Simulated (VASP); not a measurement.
# V (Im-3m) in VASP: notebook

V is run at these levels: PBEsol; tasks: relaxation of cell and atoms, single point.

All numbers are computed with VASP 6.6.1; they aren't measurements. Logs are shortened: lines on timing, memory, paths and dates and some standing lists are left out, and cuts for length are marked.

## Step 1: The cell of the first run

Symmetry: Im-3m, No. 229, cubic system. Conventional cell: a = 3.050 Å, b = 3.050 Å, c = 3.050 Å, α = 90.00°, β = 90.00°, γ = 90.00°. Within 3.5 Å of V (site symmetry m-3m) lie 14 V at 2.64 to 3.05 Å.

## Step 2: Relaxation of cell and atoms, PBEsol

INCAR reads:

```
SYSTEM = V
PREC     = Accurate       ! precision mode
ENCUT    = 600            ! plane-wave cutoff, eV
EDIFF    = 1E-6           ! SCF threshold, eV
ISMEAR   = 0              ! smearing method
SIGMA    = 0.1            ! smearing width, eV
LREAL    = .False.        ! projectors in reciprocal space
LASPH    = .True.         ! aspherical terms in the spheres
NELM     = 80             ! most SCF steps
ALGO     = Fast           ! electronic algorithm
ISIF     = 3              ! what is computed and relaxed
LWAVE    = .False.        ! write WAVECAR
LCHARG   = .False.        ! write CHGCAR
GGA      = PS             ! functional
IBRION   = 2              ! ionic algorithm
NSW      = 80             ! ionic steps
EDIFFG   = -0.05          ! ionic threshold
```

KPOINTS reads:

```
Automatic mesh
0
Gamma
  10 10 10
  0 0 0
```

POSCAR reads:

```
V
1.0
   -1.5248108997      1.5248108997      1.5248108997
    1.5248108997     -1.5248108997      1.5248108997
    1.5248108997      1.5248108997     -1.5248108997
V
1
Direct
    0.0000000000      0.0000000000      0.0000000000
```

Potentials or basis: VASP PAW PBE potentials, release 64 (V_sv).

Command:

```bash
> cat potpaw_PBE.64/V_sv/POTCAR > POTCAR
> mpirun -np 1 vasp_std > vasp.out
```

OUTCAR:

```text
SYSTEM = V
   PREC = Accurate
   ENCUT = 600
   EDIFF = 1E-6
   ISMEAR = 0
   LREAL = .False.
   LASPH = .True.
   NELM = 80
   ISIF = 3
   GGA = PS
   IBRION = 2
   NSW = 80
   EDIFFG = -0.05

 ion  position               nearest neighbor table
   1  0.000  0.000  0.000-

  LATTYP: Found a body centered cubic cell.
 ALAT       =     3.0496217994

  Lattice vectors:

 A1 = (  -1.5248108997,   1.5248108997,   1.5248108997)
 A2 = (   1.5248108997,  -1.5248108997,   1.5248108997)
 A3 = (   1.5248108997,   1.5248108997,  -1.5248108997)

Analysis of symmetry for initial positions (statically):
=====================================================================
 Subroutine PRICEL returns:
 Original cell was already a primitive cell.

 Routine SETGRP: Setting up the symmetry group for a
 body centered cubic supercell.

 Subroutine GETGRP returns: Found 48 space group operations
[... 9 lines left out ...]

 Routine SETGRP: Setting up the symmetry group for a
 body centered cubic supercell.

 Subroutine GETGRP returns: Found 48 space group operations
[... 11 lines left out ...]
                                     Primitive cell

  volume of cell :      14.1810

  direct lattice vectors                    reciprocal lattice vectors
    -1.524810900  1.524810900  1.524810900     0.000000000  0.327909513  0.327909513
     1.524810900 -1.524810900  1.524810900     0.327909513  0.000000000  0.327909513
     1.524810900  1.524810900 -1.524810900     0.327909513  0.327909513  0.000000000

  length of vectors
     2.641049950  2.641049950  2.641049950     0.463734081  0.463734081  0.463734081

  position of ions in fractional coordinates (direct lattice)
     0.000000000  0.000000000  0.000000000

  ion indices of the primitive-cell ions
   primitive index   ion index
                 1           1

----------------------------------------------------------------------------------------

 KPOINTS: Automatic mesh

Automatic generation of k-mesh.
 Grid dimensions read from file:
 generate k-points for:   10   10   10

 Generating k-lattice:

  Cartesian coordinates                     Fractional coordinates (reciprocal lattice)
     0.000000000  0.032790951  0.032790951     0.100000000  0.000000000  0.000000000
     0.032790951  0.000000000  0.032790951     0.000000000  0.100000000  0.000000000
     0.032790951  0.032790951  0.000000000     0.000000000  0.000000000  0.100000000

  Length of vectors
     0.046373408  0.046373408  0.046373408

  Shift w.r.t. Gamma in fractional coordinates (k-lattice)
     0.000000000  0.000000000  0.000000000

 Subroutine IBZKPT returns following result:
 ===========================================

 Found     47 irreducible k-points:

 Following reciprocal coordinates:
            Coordinates               Weight
  0.000000  0.000000  0.000000      1.000000
  0.100000  0.000000  0.000000     12.000000
  0.200000  0.000000  0.000000     12.000000
  0.300000  0.000000  0.000000     12.000000
  0.400000  0.000000  0.000000     12.000000
  0.500000  0.000000  0.000000      6.000000
[... 16 lines left out ...]
  0.300000  0.300000  0.100000      8.000000
 -0.300000  0.300000  0.100000     24.000000
 [... further k-points ...]
   k-points           NKPTS =     47   k-points in BZ     NKDIM =     47   number of bands    NBANDS=     10
   number of dos      NEDOS =    301   number of ions     NIONS =      1
   total plane-waves  NPLWV =  13824
   dimension x,y,z NGX =    24 NGY =   24 NGZ =   24
   dimension x,y,z NGXF=    48 NGYF=   48 NGZF=   48
   ions per type =               1
   NGX,Y,Z   is equivalent  to a cutoff of  15.11, 15.11, 15.11 a.u.
   NGXF,Y,Z  is equivalent  to a cutoff of  30.21, 30.21, 30.21 a.u.
 SYSTEM =  V
   PREC   = accura    normal or accurate (medium, high low for compatibility)
   ISTART =      0    job   : 0-new  1-cont  2-samecut
   ICHARG =      2    charge: 1-file 2-atom 10-const
   ISPIN  =      1    spin polarized calculation?
   LNONCOLLINEAR =      F non collinear calculations
   LSORBIT =      F    spin-orbit coupling
   LASPH  =      T    aspherical Exc in radial PAW
   ENCUT  =  600.0 eV  44.10 Ry    6.64 a.u.   5.27  5.27  5.27*2*pi/ulx,y,z
   NELM   =     80;   NELMIN=  2; NELMDL= -5     # of ELM steps
   EDIFF  = 0.1E-05   stopping-criterion for ELM
   LREAL  =      F    real-space projection
   EDIFFG = -.5E-01   stopping-criterion for IOM
   NSW    =     80    number of steps for IOM
   IBRION =      2    ionic relax: 0-MD 1-quasi-New 2-CG
   NFREE  =      1    steps in history (QN), initial steepest desc. (CG)
   ISIF   =      3    stress and relaxation
   ISYM   =      2    0-nonsym 1-usesym 2-fastsym
   POTIM  = 0.5000    time-step for ionic-motion
   TEBEG  =    0.0;   TEEND  =   0.0 temperature during run
   PSTRESS=    0.0 pullay stress
   NELECT =      13.0000    total number of electrons
   NUPDOWN=      -1.0000    fix difference up-down
   EMIN   =  10.00;   EMAX   =-10.00  energy-range for DOS
   EFERMI =   0.00;   METHOD = LEGACY
   ISMEAR =     0;   SIGMA  =   0.10  broadening in eV -4-tet -1-fermi 0-gaus
   EFERMI_NEDOS =   21; number of points for ismear=-14 and -15
   IALGO  =     68    algorithm
   IMIX   =      4    mixing-type and parameters
     AMIX     =   0.40;   BMIX     =  1.00
     AMIX_MAG =   1.60;   BMIX_MAG =  1.00
  volume/ion in A,a.u.               =      14.18        95.70
  Fermi-wavevector in a.u.,A,eV,Ry     =   1.590328  3.005284 34.411070  2.529142
  Thomas-Fermi vector in A             =   2.689040
   LORBIT       =      0    0 simple, 1 ext, 2 COOP (PROOUT), +10 PAW based schemes
   GGA     = PS    functional components
   LHFCALC =     F    Hartree Fock is set to
   AEXX    =    0.0000 exact exchange contribution
   IVDW    =     0    specifies the selected vdW correction
   LEPSILON=     F    determine dielectric tensor
   LRPA    =     F    only Hartree local field effects (RPA)
 conjugate gradient relaxation of ions
 non-spin polarized calculation
 RMM-DIIS sequential band-by-band and
 Gauss-broadening in eV      SIGMA  =   0.10
  energy-cutoff  :      600.00
  volume of cell :       14.18
 maximum number of plane-waves:       490
 NGX is ok and might be reduce to    24
   NGX = 11   NGY = 11   NGZ = 11

--------------------------------------- Ionic step        1  -------------------------------------------

 number of electron      13.0000005 magnetization

 Free energy of the ion-electron system (eV)
  ---------------------------------------------------
  ext. energy  EPLUGINS =         0.00000000
  ---------------------------------------------------
  free energy    TOTEN  =        -9.58085741 eV

  energy without entropy =       -9.57312647  energy(sigma->0) =       -9.57699194

------------------------ aborting loop because EDIFF is reached ----------------------------------------

  FORCE on cell =-STRESS in cart. coord.  units (eV):
  Direction    XX          YY          ZZ          XY          YZ          ZX
  --------------------------------------------------------------------------------------
  -------------------------------------------------------------------------------------
  Total       -1.2588416     -1.2588416     -1.2588416      0.0000000      0.0000000     -0.0000000
  in kB     -142.2242709   -142.2242709   -142.2242709      0.0000000      0.0000000     -0.0000000
  external PRESSURE =    -142.2242709 kB  Pullay stress =       0.0000000 kB
[... 20 lines left out ...]
  energy  without entropy=       -9.5731264685  energy(sigma->0) =       -9.57699194

--------------------------------------- Ionic step        2  -------------------------------------------

 number of electron      12.9999998 magnetization

 E-fermi :  11.4021     XC(G=0): -13.8276

 val. band max:       11.3974092662   @ k =   0.1000   0.1000   0.0000
 cond. band min:      11.4026631509   @ k =   0.3000   0.1000   0.1000
 fundamental gap:      0.0052538847
 Fermi energy:        11.4020765784

 k-point     1 :       0.0000    0.0000    0.0000
  band No.  band energies     occupation
      1     -51.9930      2.00000
      2     -25.1141      2.00000
      3     -25.1141      2.00000
      4     -25.1141      2.00000
      5       4.5171      2.00000
      6      11.7799      0.00000
      7      11.7799      0.00000
      8      11.7799      0.00000
      9      14.1573      0.00000
     10      14.1573      0.00000
[... 331 lines left out ...]
  energy  without entropy=       -9.5312284125  energy(sigma->0) =       -9.53781601

--------------------------------------- Ionic step        3  -------------------------------------------

 number of electron      12.9999997 magnetization

 Free energy of the ion-electron system (eV)
  ---------------------------------------------------
  ext. energy  EPLUGINS =         0.00000000
  ---------------------------------------------------
  free energy    TOTEN  =        -9.63543594 eV

  energy without entropy =       -9.62540824  energy(sigma->0) =       -9.63042209

 E-fermi :   9.9360     XC(G=0): -13.2319

 val. band max:        9.9273017891   @ k =   0.1000   0.1000   0.0000
 cond. band min:       9.9751907383   @ k =  -0.2000   0.3000   0.1000
 fundamental gap:      0.0478889493
 Fermi energy:         9.9359821193

 k-point     1 :       0.0000    0.0000    0.0000
  band No.  band energies     occupation
      1     -53.5432      2.00000
      2     -26.8905      2.00000
      3     -26.8905      2.00000
      4     -26.8905      2.00000
      5       3.2825      2.00000
      6      10.3300      0.00000
      7      10.3300      0.00000
      8      10.3300      0.00000
      9      12.4109      0.00000
     10      12.4109      0.00000
[... 327 lines left out ...]
  FREE ENERGIE OF THE ION-ELECTRON SYSTEM (eV)
  ---------------------------------------------------
  free  energy   TOTEN  =        -9.6354359371 eV

  energy  without entropy=       -9.6254082366  energy(sigma->0) =       -9.63042209

 reached required accuracy - stopping structural energy minimisation
```

It took 21 s on 1 thread of Intel Xeon 8259CL, shared host; peak memory 0.15 GiB.

What came out:

* Free energy: -9.6354 eV
* Relaxed volume: 13.07 Å³/atom
* Relaxed cell: a = 2.570 Å, b = 2.570 Å, c = 2.570 Å, α = 109.47°, β = 109.47°, γ = 109.47°
* Space group after relaxing (to 0.05 Å): Im-3m (No. 229)
* Energy gained by relaxing: 54.6 meV/atom
* Ionic steps: 3
* Pressure after relaxing: -0.3 GPa

The path:
| step | energy change (eV) | largest force (eV/Å) | pressure (GPa) | volume (Å³) |
| --- | --- | --- | --- | --- |
| 1 | 0.0000 | 0.0000 | -14.22 | 14.18 |
| 2 | 0.0365 | 0.0000 | 24.27 | 11.75 |
| 3 | -0.0546 | 0.0000 | -0.25 | 13.07 |

Final structure:
```
V
1.0
    -1.48372    1.48372    1.48372
     1.48372   -1.48372    1.48372
     1.48372    1.48372   -1.48372
V
1
Direct
  0.00000 0.00000 0.00000
```

Caveat: the PAW data sets were made with another functional, which shifts forces and pressure a little.

## Step 3: Single point, PBEsol

This run uses another cell than the first one, of 12.95 Å³/atom, 0.913 times its volume.

INCAR reads:

```
PREC     = Accurate       # precision mode
ENCUT    = 520            # plane-wave cutoff, eV
EDIFF    = 1E-6           # SCF threshold, eV
ISMEAR   = 0              # smearing method
SIGMA    = 0.1            # smearing width, eV
LREAL    = False          # projectors in reciprocal space
LASPH    = True           # aspherical terms in the spheres
NELM     = 60             # most SCF steps
ALGO     = Fast           # electronic algorithm
ISIF     = 2              # what is computed and relaxed
LWAVE    = False          # write WAVECAR
LCHARG   = False          # write CHGCAR
GGA      = PS             # functional
NBANDS   = 12             # bands
```

KPOINTS reads:

```
Automatic mesh
0
Gamma
  20 20 20
```

POSCAR reads:

```
V
1.0
   -1.4794369480      1.4794369480      1.4794369480
    1.4794369480     -1.4794369480      1.4794369480
    1.4794369480      1.4794369480     -1.4794369480
V
1
Direct
    0.0000000000      0.0000000000      0.0000000000
```

Potentials or basis: VASP PAW PBE potentials, release 64 (V_sv).

Command:

```bash
> cat potpaw_PBE.64/V_sv/POTCAR > POTCAR
> mpirun -np 1 vasp_std > vasp.out
```

Wall time 39 s (1 thread of Intel Xeon 8259CL, shared host); peak memory 0.15 GiB.

Results (log left out):

- Free energy: -9.6391 eV
- Pressure: 0.3 GPa

Levels at points of the mesh, in eV from the Fermi level:
| k point | band 4 | band 5 | band 6 | band 7 | band 8 | band 9 | band 10 | band 11 |
| --- | --- | --- | --- | --- | --- | --- | --- | --- |
| (0.00, 0.00, 0.00) | -36.76 | -6.67 | 0.42 | 0.42 | 0.42 | 2.53 | 2.53 | 20.80 |
| (0.50, 0.00, 0.00) | -36.77 | -3.32 | -1.21 | 1.80 | 2.54 | 2.92 | 4.36 | 10.68 |
| (0.50, 0.50, 0.50) | -37.46 | -3.19 | -3.19 | 3.94 | 3.94 | 3.94 | 10.56 | 10.56 |

Caveat: the PAW data sets were made with another functional, which shifts forces and pressure a little.

## Step 4: Relaxation of cell and atoms, PBEsol

This run uses another cell than the first one, of 13.03 Å³/atom, 0.919 times its volume.

INCAR reads:

```
  PREC = Accurate
  ENCUT = 600
  EDIFF = 1E-6
  ISMEAR = 0
  SIGMA = 0.1
  LREAL = F
  LASPH = T
  NELM = 100
  ALGO = Normal
  ISIF = 3
  LWAVE = F
  LCHARG = F
  GGA = PS
  IBRION = 2
  NSW = 80
  EDIFFG = -0.01
```

KPOINTS is that of step 3.

POSCAR reads:

```
V
1.0
   -1.4825110323      1.4825110323      1.4825110323
    1.4825110323     -1.4825110323      1.4825110323
    1.4825110323      1.4825110323     -1.4825110323
V
1
Direct
    0.0000000000      0.0000000000      0.0000000000
```

Command:

```bash
> cat potpaw_PBE.64/V_sv/POTCAR > POTCAR
> mpirun -np 1 vasp_std > vasp.out
```

Wall time 73 s (1 thread of Intel Xeon 8259CL, shared host); peak memory 0.18 GiB.

The run converged. Its results:

- Free energy: -9.6392 eV
- Relaxed volume: 12.96 Å³/atom
- Relaxed cell: a = 2.563 Å, b = 2.563 Å, c = 2.563 Å, α = 109.47°, β = 109.47°, γ = 109.47°
- Space group after relaxing (to 0.05 Å): Im-3m (No. 229)
- Energy gained by relaxing: 0.2 meV/atom
- Ionic steps: 3
- Pressure after relaxing: 0.0 GPa

Step by step:
| step | energy change (eV) | largest force (eV/Å) | pressure (GPa) | volume (Å³) |
| --- | --- | --- | --- | --- |
| 1 | 0.0000 | 0.0000 | -1.08 | 13.03 |
| 2 | 0.0002 | 0.0000 | 1.54 | 12.87 |
| 3 | -0.0002 | 0.0000 | -0.03 | 12.96 |

Final structure:
```yaml
crystal:
  lattice:
    - [-1.47979, 1.47979, 1.47979]
    - [1.47979, -1.47979, 1.47979]
    - [1.47979, 1.47979, -1.47979]
  atoms:
    - { symbol: V, position: [0.00000, 0.00000, 0.00000] }
```

Levels at points of the mesh, in eV from the Fermi level:
| k point | band 3 | band 4 | band 5 | band 6 | band 7 | band 8 | band 9 | band 10 |
| --- | --- | --- | --- | --- | --- | --- | --- | --- |
| (0.00, 0.00, 0.00) | -36.76 | -36.76 | -6.67 | 0.42 | 0.42 | 0.42 | 2.53 | 2.53 |
| (0.50, 0.00, 0.00) | -37.08 | -36.77 | -3.32 | -1.21 | 1.79 | 2.54 | 2.91 | 4.36 |
| (0.50, 0.50, 0.50) | -37.46 | -37.46 | -3.18 | -3.18 | 3.94 | 3.94 | 3.94 | 10.55 |

Caveat: the PAW data sets were made with another functional, which shifts forces and pressure a little.

## Step 5: Overview

```csv
task,cell,k mesh,cutoff (eV),gap on the mesh (eV),pressure (GPa),relaxed volume (Å³/atom)
relaxation of cell and atoms,"relaxed from a = 2.641 Å, angles 109.5°, 1 atom",10 × 10 × 10,600,none,-0.3,13.07
single point,"a = 2.562 Å, angles 109.5°, 1 atom",20 × 20 × 20,520,none,0.3,-
relaxation of cell and atoms,"relaxed from a = 2.568 Å, angles 109.5°, 1 atom",20 × 20 × 20,600,none,0.0,12.96
```

Alike in all rows: level PBEsol; potentials or basis VASP PAW PBE potentials, release 64 (V_sv); no spin polarisation; smearing gaussian 0.1 eV.

Caveats: the PAW data sets were made with another functional, which shifts forces and pressure a little.

Absolute energies hang on the potentials; compare differences alone.
